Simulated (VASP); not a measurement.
# MgS (Fm-3m) in VASP: notebook

Runs on MgS. Level: PBE. Tasks: single point.

Everything below comes from runs of VASP 6.6.1. Logs are shortened: lines on timing, memory, paths and dates and some standing lists are left out, and cuts for length are marked.

**1. The cell of the first run**

It takes space group Fm-3m (No. 225, cubic). The conventional cell has a = 5.203 Å, b = 5.203 Å, c = 5.203 Å, α = 90.00°, β = 90.00°, γ = 90.00°. Mg (site symmetry m-3m) has 6 S at 2.60 Å within 3.4 Å. S (site symmetry m-3m) has 6 Mg at 2.60 Å within 3.4 Å.

**2. Single point, PBE**

INCAR

```
SYSTEM = MgS
ALGO = Normal
EDIFF = 1E-6
ENCUT = 520
GGA = PE
ISIF = 2
ISMEAR = -1
LASPH = .True.
LCHARG = .True.
LELF = .True.
LREAL = .False.
LVHAR = .True.
LWAVE = .False.
NBANDS = 11
NELM = 60
PREC = Accurate
SIGMA = 0.28
```

KPOINTS

```
k-points
0
Gamma
  8 8 8
  0 0 0
```

POSCAR

```
MgS
1.0
    0.0000000000      2.6016500000      2.6016500000
    2.6016500000      0.0000000000      2.6016500000
    2.6016500000      2.6016500000      0.0000000000
Mg S
1 1
Direct
    0.0000000000      0.0000000000      0.0000000000
    0.5000000000      0.5000000000      0.5000000000
```

Potentials or basis: VASP PAW PBE potentials, release 64 (Mg, S).

Command:

```console
$ cat potpaw_PBE.64/Mg/POTCAR potpaw_PBE.64/S/POTCAR > POTCAR
$ mpirun -np 1 vasp_std > vasp.out
```

OUTCAR:

```text
SYSTEM = MgS
   EDIFF = 1E-6
   ENCUT = 520
   GGA = PE
   ISIF = 2
   ISMEAR = -1
   LASPH = .True.
   LREAL = .False.
   NELM = 60
   PREC = Accurate

 ion  position               nearest neighbor table
   1  0.000  0.000  0.000-   2 2.60   2 2.60   2 2.60   2 2.60   2 2.60   2 2.60
   2  0.500  0.500  0.500-   1 2.60   1 2.60   1 2.60   1 2.60   1 2.60   1 2.60

  LATTYP: Found a face centered cubic cell.
 ALAT       =     5.2033000000

  Lattice vectors:

 A1 = (   0.0000000000,   2.6016500000,   2.6016500000)
 A2 = (   2.6016500000,   0.0000000000,   2.6016500000)
 A3 = (   2.6016500000,   2.6016500000,   0.0000000000)

Analysis of symmetry for initial positions (statically):
=====================================================================
 Subroutine PRICEL returns:
 Original cell was already a primitive cell.

 Routine SETGRP: Setting up the symmetry group for a
 face centered cubic supercell.

 Subroutine GETGRP returns: Found 48 space group operations
 (whereof 48 operations were pure point group operations)
 out of a pool of 48 trial point group operations.

The static configuration has the point symmetry O_h .

Analysis of symmetry for dynamics (positions and initial velocities):
=====================================================================
 Subroutine PRICEL returns:
 Original cell was already a primitive cell.

 Routine SETGRP: Setting up the symmetry group for a
 face centered cubic supercell.

 Subroutine GETGRP returns: Found 48 space group operations
 (whereof 48 operations were pure point group operations)
 out of a pool of 48 trial point group operations.

The dynamic configuration has the point symmetry O_h .

 Subroutine INISYM returns: Found 48 space group operations
 (whereof 48 operations are pure point group operations),
 and found     1 'primitive' translations

----------------------------------------------------------------------------------------

                                     Primitive cell

  volume of cell :      35.2190

  direct lattice vectors                    reciprocal lattice vectors
     0.000000000  2.601650000  2.601650000    -0.192185728  0.192185728  0.192185728
     2.601650000  0.000000000  2.601650000     0.192185728 -0.192185728  0.192185728
     2.601650000  2.601650000  0.000000000     0.192185728  0.192185728 -0.192185728

  length of vectors
     3.679288715  3.679288715  3.679288715     0.332875446  0.332875446  0.332875446

  position of ions in fractional coordinates (direct lattice)
     0.000000000  0.000000000  0.000000000
     0.500000000  0.500000000  0.500000000

  ion indices of the primitive-cell ions
   primitive index   ion index
                 1           1
                 2           2

----------------------------------------------------------------------------------------

 KPOINTS: k-points

Automatic generation of k-mesh.
 Grid dimensions read from file:
 generate k-points for:    8    8    8

 Generating k-lattice:

  Cartesian coordinates                     Fractional coordinates (reciprocal lattice)
    -0.024023216  0.024023216  0.024023216     0.125000000  0.000000000  0.000000000
     0.024023216 -0.024023216  0.024023216     0.000000000  0.125000000  0.000000000
     0.024023216  0.024023216 -0.024023216     0.000000000  0.000000000  0.125000000

  Length of vectors
     0.041609431  0.041609431  0.041609431

  Shift w.r.t. Gamma in fractional coordinates (k-lattice)
     0.000000000  0.000000000  0.000000000

 Subroutine IBZKPT returns following result:
 ===========================================

 Found     29 irreducible k-points:

 Following reciprocal coordinates:
            Coordinates               Weight
  0.000000  0.000000  0.000000      1.000000
  0.125000  0.000000  0.000000      8.000000
  0.250000  0.000000  0.000000      8.000000
  0.375000  0.000000  0.000000      8.000000
  0.500000  0.000000  0.000000      4.000000
  0.125000  0.125000  0.000000      6.000000
[... 16 lines left out ...]
  0.500000  0.250000  0.125000     48.000000
 -0.375000  0.250000  0.125000     24.000000
 [... further k-points ...]
   k-points           NKPTS =     29   k-points in BZ     NKDIM =     29   number of bands    NBANDS=     11
   number of dos      NEDOS =    301   number of ions     NIONS =      2
   total plane-waves  NPLWV =  21952
   dimension x,y,z NGX =    28 NGY =   28 NGZ =   28
   dimension x,y,z NGXF=    56 NGYF=   56 NGZF=   56
   ions per type =               1   1
   NGX,Y,Z   is equivalent  to a cutoff of  12.65, 12.65, 12.65 a.u.
   NGXF,Y,Z  is equivalent  to a cutoff of  25.30, 25.30, 25.30 a.u.
 SYSTEM =  MgS
   PREC   = accura    normal or accurate (medium, high low for compatibility)
   ISTART =      0    job   : 0-new  1-cont  2-samecut
   ICHARG =      2    charge: 1-file 2-atom 10-const
   ISPIN  =      1    spin polarized calculation?
   LNONCOLLINEAR =      F non collinear calculations
   LSORBIT =      F    spin-orbit coupling
   LASPH  =      T    aspherical Exc in radial PAW
   ENCUT  =  520.0 eV  38.22 Ry    6.18 a.u.   6.84  6.84  6.84*2*pi/ulx,y,z
   NELM   =     60;   NELMIN=  2; NELMDL= -5     # of ELM steps
   EDIFF  = 0.1E-05   stopping-criterion for ELM
   LREAL  =      F    real-space projection
   EDIFFG = 0.1E-04   stopping-criterion for IOM
   NSW    =      0    number of steps for IOM
   IBRION =     -1    ionic relax: 0-MD 1-quasi-New 2-CG
   NFREE  =      0    steps in history (QN), initial steepest desc. (CG)
   ISIF   =      2    stress and relaxation
   ISYM   =      2    0-nonsym 1-usesym 2-fastsym
   POTIM  = 0.5000    time-step for ionic-motion
   TEBEG  =    0.0;   TEEND  =   0.0 temperature during run
   PSTRESS=    0.0 pullay stress
   NELECT =       8.0000    total number of electrons
   NUPDOWN=      -1.0000    fix difference up-down
   EMIN   =  10.00;   EMAX   =-10.00  energy-range for DOS
   EFERMI =   0.00;   METHOD = LEGACY
   ISMEAR =    -1;   SIGMA  =   0.28  broadening in eV -4-tet -1-fermi 0-gaus
   EFERMI_NEDOS =   21; number of points for ismear=-14 and -15
   IALGO  =     38    algorithm
   IMIX   =      4    mixing-type and parameters
     AMIX     =   0.40;   BMIX     =  1.00
     AMIX_MAG =   1.60;   BMIX_MAG =  1.00
  volume/ion in A,a.u.               =      17.61       118.83
  Fermi-wavevector in a.u.,A,eV,Ry     =   0.998878  1.887606 13.575323  0.997758
  Thomas-Fermi vector in A             =   2.131131
   LORBIT       =      0    0 simple, 1 ext, 2 COOP (PROOUT), +10 PAW based schemes
   GGA     = PE    functional components
[... 5 lines left out ...]
 non-spin polarized calculation
  energy-cutoff  :      520.00
  volume of cell :       35.22
 maximum number of plane-waves:       960
   NGX = 13   NGY = 13   NGZ = 13

 number of electron       8.0000000 magnetization

 Free energy of the ion-electron system (eV)
  ---------------------------------------------------
  ext. energy  EPLUGINS =         0.00000000
  ---------------------------------------------------
  free energy    TOTEN  =        -8.50221594 eV

  energy without entropy =       -8.49968862  energy(sigma->0) =       -8.50095228

 E-fermi :   5.4164     XC(G=0):  -9.6883

 val. band max:        3.7246088552   @ k =   0.0000   0.0000   0.0000
 cond. band min:       6.5006699211   @ k =   0.5000   0.5000   0.0000
 fundamental gap:      2.7760610659
 Fermi energy:         5.4164085740

 k-point     1 :       0.0000    0.0000    0.0000
  band No.  band energies     occupation
      1      -8.9422      2.00000
      2       3.7246      1.99526
      3       3.7246      1.99526
      4       3.7246      1.99526
      5       7.4351      0.00148
      6      11.6796      0.00000
      7      11.6796      0.00000
      8      11.6796      0.00000
      9      14.0748      0.00000
     10      14.0748      0.00000
     11      16.2633      0.00000

 k-point     2 :       0.1250    0.0000    0.0000
  band No.  band energies     occupation
      1      -8.7912      2.00000
      2       2.6773      1.99989
      3       3.6237      1.99669
      4       3.6237      1.99669
      5       8.2368      0.00008
      6      11.3622      0.00000
      7      11.9271      0.00000
      8      11.9271      0.00000
      9      13.4400      0.00000
     10      13.4400      0.00000
     11      16.4225      0.00000

 k-point     3 :       0.2500    0.0000    0.0000
  band No.  band energies     occupation
      1      -8.3828      2.00000
      2       0.9186      2.00000
      3       3.4036      1.99849
      4       3.4036      1.99849
      5       8.6852      0.00002
      6      11.5454      0.00000
      7      11.5454      0.00000
      8      12.0277      0.00000
      9      14.0164      0.00000
     10      14.0164      0.00000
     11      15.6160      0.00000

 k-point     4 :       0.3750    0.0000    0.0000
  band No.  band energies     occupation
      1      -7.8844      2.00000
      2      -0.5250      2.00000
      3       3.2097      1.99924
      4       3.2097      1.99924
      5       8.4125      0.00005
      6      10.8794      0.00000
      7      10.8794      0.00000
      8      13.4895      0.00000
      9      15.3152      0.00000
     10      15.9757      0.00000
     11      15.9757      0.00000
[... 239 lines left out ...]
 k-point    22 :       0.3750    0.2500    0.1250
  band No.  band energies     occupation
      1      -8.0632      2.00000
      2       0.6552      2.00000
      3       2.2716      1.99997
      4       3.0505      1.99957
      5       9.5194      0.00000
      6      10.2200      0.00000
      7      10.8184      0.00000
      8      12.9222      0.00000
      9      13.8562      0.00000
     10      16.6956      0.00000
     11      18.6111      0.00000

 k-point    23 :       0.5000    0.2500    0.1250
  band No.  band energies     occupation
      1      -7.6424      2.00000
      2      -0.1851      2.00000
      3       1.7339      2.00000
      4       2.7376      1.99986
      5       9.3442      0.00000
      6      10.1178      0.00000
      7      11.5382      0.00000
      8      12.7215      0.00000
      9      15.3874      0.00000
     10      17.9949      0.00000
     11      18.6263      0.00000

 k-point    24 :      -0.3750    0.2500    0.1250
  band No.  band energies     occupation
      1      -7.4413      2.00000
      2      -0.5775      2.00000
      3       1.5905      2.00000
      4       2.5764      1.99992
      5       9.2962      0.00000
      6       9.8350      0.00000
      7      12.1428      0.00000
      8      13.1455      0.00000
      9      15.9914      0.00000
     10      17.0238      0.00000
     11      19.2858      0.00000

 [... further k-points ...]
[... 5 lines left out ...]
  --------------------------------------------------------------------------------------
  -------------------------------------------------------------------------------------
  Total        0.1910782      0.1910782      0.1910782      0.0000000     -0.0000000      0.0000000
  in kB        8.6925106      8.6925106      8.6925106      0.0000000     -0.0000000      0.0000000
  external PRESSURE =       8.6925106 kB  Pullay stress =       0.0000000 kB

 VOLUME and BASIS-vectors are now :
 -----------------------------------------------------------------------------
  energy-cutoff  :      520.00
  volume of cell :       35.22
      direct lattice vectors                 reciprocal lattice vectors
     0.000000000  2.601650000  2.601650000    -0.192185728  0.192185728  0.192185728
     2.601650000  0.000000000  2.601650000     0.192185728 -0.192185728  0.192185728
     2.601650000  2.601650000  0.000000000     0.192185728  0.192185728 -0.192185728

 POSITION                                       TOTAL-FORCE (eV/Angst)
 -----------------------------------------------------------------------------------
      0.00000      0.00000      0.00000        -0.000000      0.000000     -0.000000
      2.60165      2.60165      2.60165         0.000000     -0.000000      0.000000
 -----------------------------------------------------------------------------------
    total drift:                                0.000000      0.000000      0.000000

  FREE ENERGIE OF THE ION-ELECTRON SYSTEM (eV)
  ---------------------------------------------------
  free  energy   TOTEN  =        -8.5022159359 eV

  energy  without entropy=       -8.4996886165  energy(sigma->0) =       -8.50095228
```

It took 11 s on 1 thread of Intel Xeon 6975P-C, shared host; peak memory 0.16 GiB.

Results:

```
Free energy            : -8.5022 eV
Pressure               : 0.9 GPa
Band gap on the k mesh : 2.78 eV, indirect (least direct gap 3.71 eV)
```

Levels at points of the mesh, in eV from the valence-band top:
```csv
k point,band 2,band 3,band 4,band 5,band 6,band 7
"(0.00, 0.00, 0.00)",0.00,0.00,0.00,3.71,7.96,7.96
"(0.50, 0.00, 0.00)",-4.83,-0.59,-0.59,4.55,6.91,6.91
"(0.50, 0.50, 0.00)",-4.19,-1.68,-1.68,2.78,4.40,12.00
```

A k mesh can miss the band edges.

**3. Single point, PBE**

INCAR

```
SYSTEM = MgS
  PREC = Accurate
  ENCUT = 520
  EDIFF = 1E-6
  ISMEAR = -1
  SIGMA = 0.01
  LREAL = .FALSE.
  LASPH = .TRUE.
  NELM = 80
  ALGO = Normal
  ISIF = 2
  LWAVE = .FALSE.
  LCHARG = .FALSE.
  GGA = PE
  NBANDS = 11
```

KPOINTS

```
regular mesh
0
G
  8 8 8
  0 0 0
```

POSCAR is that of step 2.

Potentials or basis: VASP PAW PBE potentials, release 64 (Mg, S).

Command:

```console
$ cat potpaw_PBE.64/Mg/POTCAR potpaw_PBE.64/S/POTCAR > POTCAR
$ mpirun -np 1 vasp_std > vasp.out
```

Run time: 12 s. Hardware: 1 thread of Intel Xeon 6975P-C, shared host; peak memory 0.16 GiB.

It converged, with:

```yaml
Free_energy: -8.5019 eV
Pressure: 0.9 GPa
Band_gap_on_the_k_mesh: 2.78 eV, indirect (least direct gap 3.71 eV)
```

Levels at points of the mesh, in eV from the valence-band top:
| k point | band 1 | band 2 | band 3 | band 4 | band 5 | band 6 | band 7 | band 8 | band 9 |
| --- | --- | --- | --- | --- | --- | --- | --- | --- | --- |
| (0.00, 0.00, 0.00) | -12.67 | 0.00 | 0.00 | 0.00 | 3.71 | 7.95 | 7.95 | 7.95 | 10.35 |
| (0.50, 0.00, 0.00) | -11.36 | -4.83 | -0.59 | -0.59 | 4.55 | 6.91 | 6.91 | 10.11 | 12.15 |
| (0.50, 0.50, 0.00) | -10.99 | -4.19 | -1.68 | -1.68 | 2.78 | 4.40 | 12.00 | 12.82 | 13.37 |

A k mesh can miss the band edges. A hybrid or GW would open this gap; PBE tends to underestimate it.
